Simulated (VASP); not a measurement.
## Zr: single point with PBEsol

The system is Zr.

```
CELL_PARAMETERS angstrom
0.00000 2.45632 2.45632
2.45632 0.00000 2.45632
2.45632 2.45632 0.00000
ATOMIC_POSITIONS crystal
Zr 0.50000 0.50000 0.50000
```

| Quantity | Value |
| --- | --- |
| Program | VASP 6.6.1 |
| Task | single point |
| Functional | PBEsol |
| Potentials or basis | VASP PAW PBE potentials, release 64 (Zr_sv) |
| Cutoff | 500 eV |
| k mesh | 8 × 8 × 8 |
| Occupations | methfessel-paxton, width 0.1 eV |
| Spin | no spin polarisation |

* Pressure: -16.9 GPa
* Band gap on the k mesh: zero (band 6 reaches 7.17 eV, above the bottom of band 7 at 5.99 eV)

Levels at points of the mesh, in eV from the Fermi level:
```csv
k point,band 2,band 3,band 4,band 5,band 6,band 7,band 8,band 9,band 10,band 11
"(0.00, 0.00, 0.00)",-26.97,-26.97,-26.97,-5.07,0.81,0.81,0.81,2.54,2.54,9.95
"(0.50, 0.00, 0.00)",-27.40,-27.03,-27.03,-2.44,0.47,0.70,0.70,3.81,3.81,6.81
"(0.50, 0.50, 0.00)",-27.37,-27.13,-27.13,-2.20,-1.53,1.94,3.80,4.16,4.16,8.06
```

It took 19 s on 1 thread of Intel Xeon 8259CL (shared host), peak memory 0.15 GiB.

Caveat: the PAW data sets were made with another functional, which shifts forces and pressure a little.
